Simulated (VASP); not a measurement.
# SiNi2 (P6_3/mmc) in VASP: single point with r2SCAN

Aim: the single point of SiNi2 with r2SCAN.

Everything below comes from runs of VASP 6.6.1. Logs are shortened: lines on timing, memory, paths and dates and some standing lists are left out, and cuts for length are marked.

## (1) The cell of the first run

It takes space group P6_3/mmc (No. 194, hexagonal). The conventional cell has a = 3.870 Å, b = 3.870 Å, c = 4.927 Å, α = 90.00°, β = 90.00°, γ = 120.00°. Within 3.0 Å of Si (site symmetry -6m2) lie 11 Ni at 2.23 to 2.55 Å. Within 3.3 Å of Ni (site symmetry -3m) lie 8 Ni at 2.46 to 2.55 Å and 6 Si at 2.55 Å. Within 3.0 Å of Ni (site symmetry -6m2) lie 5 Si at 2.23 to 2.46 Å and 6 Ni at 2.55 Å.

## (2) Single point, r2SCAN

File POSCAR:

```
SiNi2
1.0
    3.8695456686      0.0000000000      0.0000000000
   -1.9347728343      3.3511248501      0.0000000000
    0.0000000000      0.0000000000      4.9268109182
Si Ni
2 4
Direct
    0.3333333333      0.6666666667      0.7500000000
    0.6666666667      0.3333333333      0.2500000000
    0.0000000000      0.0000000000      0.0000000000
    0.0000000000      0.0000000000      0.5000000000
    0.3333333333      0.6666666667      0.2500000000
    0.6666666667      0.3333333333      0.7500000000
```

File INCAR.step1:

```
PREC = Accurate
ENCUT = 520
ISMEAR = 0
SIGMA = 0.1
LREAL = False
LASPH = True
NELM = 80
NBANDS = 33
GGA = PE
ALGO = Normal
EDIFF = 1E-4
LWAVE = True
LCHARG = False
```

File INCAR.step2:

```
PREC = Accurate
ENCUT = 520
EDIFF = 1E-6
ISMEAR = 0
SIGMA = 0.1
LREAL = False
LASPH = True
NELM = 80
ALGO = Normal
ISIF = 2
LWAVE = False
LCHARG = False
METAGGA = R2SCAN
LMIXTAU = True
NBANDS = 33
ISTART = 1
```

File KPOINTS:

```
Automatic mesh
0
Gamma
  12 12 8
```

Potentials or basis: VASP PAW PBE potentials, release 64 (Si, Ni).

Launch:

```console
$ cat potpaw_PBE.64/Si/POTCAR potpaw_PBE.64/Ni/POTCAR > POTCAR
$ cp INCAR.step1 INCAR
$ mpirun -np 1 vasp_std > vasp.out
$ cp INCAR.step2 INCAR
$ mpirun -np 1 vasp_std > vasp.out
```

OUTCAR:

```text
PREC = Accurate
   ENCUT = 520
   EDIFF = 1E-6
   ISMEAR = 0
   LREAL = False
   LASPH = True
   NELM = 80
   ISIF = 2
   METAGGA = R2SCAN
   ISTART = 1

 ion  position               nearest neighbor table
   1  0.333  0.667  0.750-   6 2.23   6 2.23   6 2.23   5 2.46   5 2.46   3 2.55   4 2.55   4 2.55
                             3 2.55   4 2.55   3 2.55
   2  0.667  0.333  0.250-   5 2.23   5 2.23   5 2.23   6 2.46   6 2.46   3 2.55   4 2.55   3 2.55
                             4 2.55   3 2.55   4 2.55
   3  0.000  0.000  0.000-   4 2.46   4 2.46   1 2.55   5 2.55   6 2.55   2 2.55   1 2.55   5 2.55
                             2 2.55   6 2.55   2 2.55   6 2.55   1 2.55   5 2.55
   4  0.000  0.000  0.500-   3 2.46   3 2.46   1 2.55   5 2.55   6 2.55   2 2.55   1 2.55   5 2.55
                             2 2.55   6 2.55   2 2.55   6 2.55   1 2.55   5 2.55
   5  0.333  0.667  0.250-   2 2.23   2 2.23   2 2.23   1 2.46   1 2.46   3 2.55   4 2.55   4 2.55
                             3 2.55   4 2.55   3 2.55
   6  0.667  0.333  0.750-   1 2.23   1 2.23   1 2.23   2 2.46   2 2.46   3 2.55   4 2.55   3 2.55
                             4 2.55   3 2.55   4 2.55

  LATTYP: Found a hexagonal cell.
 ALAT       =     3.8695456686
 C/A-ratio  =     1.2732272313

  Lattice vectors:

 A1 = (   3.8695456686,   0.0000000000,   0.0000000000)
 A2 = (  -1.9347728343,   3.3511248501,   0.0000000000)
 A3 = (   0.0000000000,   0.0000000000,   4.9268109182)

Analysis of symmetry for initial positions (statically):
=====================================================================
 Subroutine PRICEL returns:
 Original cell was already a primitive cell.

 Routine SETGRP: Setting up the symmetry group for a
 hexagonal supercell.

 Subroutine GETGRP returns: Found 24 space group operations
 (whereof 12 operations were pure point group operations)
 out of a pool of 24 trial point group operations.

The static configuration has the point symmetry D_3d.
 The point group associated with its full space group is D_6h.

Analysis of symmetry for dynamics (positions and initial velocities):
=====================================================================
 Subroutine PRICEL returns:
 Original cell was already a primitive cell.

 Routine SETGRP: Setting up the symmetry group for a
 hexagonal supercell.

 Subroutine GETGRP returns: Found 24 space group operations
 (whereof 12 operations were pure point group operations)
 out of a pool of 24 trial point group operations.

The dynamic configuration has the point symmetry D_3d.
 The point group associated with its full space group is D_6h.

 Subroutine INISYM returns: Found 24 space group operations
 (whereof 12 operations are pure point group operations),
 and found     1 'primitive' translations

----------------------------------------------------------------------------------------

                                     Primitive cell

  volume of cell :      63.8876

  direct lattice vectors                    reciprocal lattice vectors
     3.869545669  0.000000000  0.000000000     0.258428272  0.149203632  0.000000000
    -1.934772834  3.351124850  0.000000000     0.000000000  0.298407265  0.000000000
     0.000000000  0.000000000  4.926810918     0.000000000  0.000000000  0.202971053

  length of vectors
     3.869545669  3.869545669  4.926810918     0.298407265  0.298407265  0.202971053

  position of ions in fractional coordinates (direct lattice)
     0.333333333  0.666666667  0.750000000
     0.666666667  0.333333333  0.250000000
     0.000000000  0.000000000  0.000000000
     0.000000000  0.000000000  0.500000000
     0.333333333  0.666666667  0.250000000
     0.666666667  0.333333333  0.750000000

  ion indices of the primitive-cell ions
   primitive index   ion index
                 1           1
                 2           2
                 3           3
                 4           4
                 5           5
                 6           6

----------------------------------------------------------------------------------------

 KPOINTS: Automatic mesh

Automatic generation of k-mesh.
 Grid dimensions read from file:
 generate k-points for:   12   12    8

 Generating k-lattice:

  Cartesian coordinates                     Fractional coordinates (reciprocal lattice)
     0.021535689  0.012433636  0.000000000     0.083333333 -0.000000000  0.000000000
     0.000000000  0.024867272  0.000000000     0.000000000  0.083333333  0.000000000
     0.000000000  0.000000000  0.025371382     0.000000000  0.000000000  0.125000000

  Length of vectors
     0.024867272  0.024867272  0.025371382

  Shift w.r.t. Gamma in fractional coordinates (k-lattice)
     0.000000000  0.000000000  0.000000000

 Subroutine IBZKPT returns following result:
 ===========================================

 Found     95 irreducible k-points:

 Following reciprocal coordinates:
            Coordinates               Weight
  0.000000  0.000000  0.000000      1.000000
  0.083333  0.000000  0.000000      6.000000
  0.166667  0.000000  0.000000      6.000000
  0.250000  0.000000  0.000000      6.000000
  0.333333  0.000000  0.000000      6.000000
  0.416667  0.000000  0.000000      6.000000
[... 16 lines left out ...]
  0.250000  0.000000  0.125000     12.000000
  0.333333  0.000000  0.125000     12.000000
 [... further k-points ...]
   k-points           NKPTS =     95   k-points in BZ     NKDIM =     95   number of bands    NBANDS=     33
   number of dos      NEDOS =    301   number of ions     NIONS =      6
   total plane-waves  NPLWV =  36000
   dimension x,y,z NGX =    30 NGY =   30 NGZ =   40
   dimension x,y,z NGXF=    60 NGYF=   60 NGZF=   80
   ions per type =               2   4
   NGX,Y,Z   is equivalent  to a cutoff of  12.89, 12.89, 13.50 a.u.
   NGXF,Y,Z  is equivalent  to a cutoff of  25.78, 25.78, 26.99 a.u.
 SYSTEM =  unknown system
   PREC   = accura    normal or accurate (medium, high low for compatibility)
   ISTART =      1    job   : 0-new  1-cont  2-samecut
   ICHARG =      0    charge: 1-file 2-atom 10-const
   ISPIN  =      1    spin polarized calculation?
   LNONCOLLINEAR =      F non collinear calculations
   LSORBIT =      F    spin-orbit coupling
   LASPH  =      T    aspherical Exc in radial PAW
   ENCUT  =  520.0 eV  38.22 Ry    6.18 a.u.   7.19  7.19  9.16*2*pi/ulx,y,z
   NELM   =     80;   NELMIN=  2; NELMDL=  0     # of ELM steps
   EDIFF  = 0.1E-05   stopping-criterion for ELM
   LREAL  =      F    real-space projection
   EDIFFG = 0.1E-04   stopping-criterion for IOM
   NSW    =      0    number of steps for IOM
   IBRION =     -1    ionic relax: 0-MD 1-quasi-New 2-CG
   NFREE  =      0    steps in history (QN), initial steepest desc. (CG)
   ISIF   =      2    stress and relaxation
   ISYM   =      2    0-nonsym 1-usesym 2-fastsym
   POTIM  = 0.5000    time-step for ionic-motion
   TEBEG  =    0.0;   TEEND  =   0.0 temperature during run
   PSTRESS=    0.0 pullay stress
   NELECT =      48.0000    total number of electrons
   NUPDOWN=      -1.0000    fix difference up-down
   EMIN   =  10.00;   EMAX   =-10.00  energy-range for DOS
   EFERMI =   0.00;   METHOD = LEGACY
   ISMEAR =     0;   SIGMA  =   0.10  broadening in eV -4-tet -1-fermi 0-gaus
   EFERMI_NEDOS =   21; number of points for ismear=-14 and -15
   IALGO  =     38    algorithm
   IMIX   =      4    mixing-type and parameters
     AMIX     =   0.40;   BMIX     =  1.00
     AMIX_MAG =   1.60;   BMIX_MAG =  1.00
  volume/ion in A,a.u.               =      10.65        71.86
  Fermi-wavevector in a.u.,A,eV,Ry     =   1.488275  2.812431 30.136380  2.214961
  Thomas-Fermi vector in A             =   2.601330
   LORBIT       =      0    0 simple, 1 ext, 2 COOP (PROOUT), +10 PAW based schemes
   METAGGA = R2SCAN    functional components
   LHFCALC =     F    Hartree Fock is set to
   AEXX    =    0.0000 exact exchange contribution
   IVDW    =     0    specifies the selected vdW correction
   LEPSILON=     F    determine dielectric tensor
   LRPA    =     F    only Hartree local field effects (RPA)
 non-spin polarized calculation
 Gauss-broadening in eV      SIGMA  =   0.10
  energy-cutoff  :      520.00
  volume of cell :       63.89
 maximum number of plane-waves:      1740
 NGX is ok and might be reduce to    30
   NGX = 15   NGY = 15   NGZ = 19

 number of electron      47.9999976 magnetization

 Free energy of the ion-electron system (eV)
  ---------------------------------------------------
  ext. energy  EPLUGINS =         0.00000000
  ---------------------------------------------------
  free energy    TOTEN  =       -68.25975799 eV

  energy without entropy =      -68.24314583  energy(sigma->0) =      -68.25145191

 E-fermi :  11.3385     XC(G=0): -14.1487

 val. band max:       11.3368815282   @ k =   0.2500   0.0833   0.2500
 cond. band min:      11.3461515316   @ k =   0.3333   0.0000   0.2500
 fundamental gap:      0.0092700034
 Fermi energy:        11.3385199010

 k-point     1 :       0.0000    0.0000    0.0000
  band No.  band energies     occupation
      1      -2.0456      2.00000
      2       2.7218      2.00000
      3       4.4259      2.00000
      4       5.9045      2.00000
      5       5.9045      2.00000
      6       7.1640      2.00000
[... 25 lines left out ...]
     32      17.6028      0.00000
     33      20.1918      0.00000

 k-point     2 :       0.0833    0.0000    0.0000
  band No.  band energies     occupation
      1      -1.9502      2.00000
      2       2.7386      2.00000
      3       4.4936      2.00000
      4       5.8884      2.00000
      5       5.9536      2.00000
      6       6.8524      2.00000
[... 25 lines left out ...]
     32      18.1273      0.00000
     33      19.5081      0.00000
[... 754 lines left out ...]
     32      18.5543      0.00000
     33      19.2763      0.00000

 k-point    24 :       0.3333    0.0000    0.1250
  band No.  band energies     occupation
      1      -0.4938      2.00000
      2       2.4380      2.00000
      3       4.4182      2.00000
      4       5.4146      2.00000
      5       6.5528      2.00000
      6       6.6433      2.00000
[... 25 lines left out ...]
     32      19.0933      0.00000
     33      20.1409      0.00000

 [... further k-points ...]
[... 5 lines left out ...]
  --------------------------------------------------------------------------------------
  -------------------------------------------------------------------------------------
  Total        0.1397285      0.1397285      0.1019069      0.0000000     -0.0000000      0.0000000
  in kB        3.5041220      3.5041220      2.5556291      0.0000000     -0.0000000      0.0000000
  external PRESSURE =       3.1879577 kB  Pullay stress =       0.0000000 kB

 VOLUME and BASIS-vectors are now :
 -----------------------------------------------------------------------------
  energy-cutoff  :      520.00
  volume of cell :       63.89
      direct lattice vectors                 reciprocal lattice vectors
     3.869545669  0.000000000  0.000000000     0.258428272  0.149203632  0.000000000
    -1.934772834  3.351124850  0.000000000     0.000000000  0.298407265  0.000000000
     0.000000000  0.000000000  4.926810918     0.000000000  0.000000000  0.202971053

 POSITION                                       TOTAL-FORCE (eV/Angst)
 -----------------------------------------------------------------------------------
     -0.00000      2.23408      3.69511         0.000000      0.000000      0.000000
      1.93477      1.11704      1.23170        -0.000000      0.000000      0.000000
      0.00000      0.00000      0.00000        -0.000000      0.000000      0.000000
      0.00000      0.00000      2.46341        -0.000000      0.000000      0.000000
     -0.00000      2.23408      1.23170         0.000000     -0.000000      0.000000
      1.93477      1.11704      3.69511         0.000000      0.000000      0.000000
 -----------------------------------------------------------------------------------
    total drift:                                0.000000     -0.000000      0.000000

  FREE ENERGIE OF THE ION-ELECTRON SYSTEM (eV)
  ---------------------------------------------------
  free  energy   TOTEN  =       -68.2597579884 eV

  energy  without entropy=      -68.2431458347  energy(sigma->0) =      -68.25145191
```

Wall time 34 min (1 thread of AMD EPYC 7R43 (Zen 3), shared host); peak memory 0.27 GiB.

Results:

* Free energy: -68.2598 eV
* Pressure: 0.3 GPa
* Band gap on the k mesh: zero (bands 24 and 25 overlap by 3.70 eV)

Levels at points of the mesh, in eV from the Fermi level:
```
           k point  band 20  band 21  band 22  band 23  band 24  band 25  band 26  band 27  band 28  band 29
(0.00, 0.00, 0.00)    -1.25    -0.66    -0.66     0.10     2.87     2.87     2.97     2.97     3.13     3.58
(0.50, 0.00, 0.00)    -1.57    -1.38    -1.28    -1.09    -0.71    -0.61     1.35     1.92     3.22     3.93
(0.00, 0.00, 0.50)    -1.31    -1.31    -1.31     2.50     2.50     3.47     3.47     3.47     3.47     4.50
(0.50, 0.00, 0.50)    -1.77    -1.33    -1.33    -0.96    -0.96     0.99     0.99     3.17     3.17     6.08
```

Caveat: the PAW data sets were made with another functional, which shifts forces and pressure a little. Spin polarisation is off, so any magnetic state and its effect on volume and gap are missing.
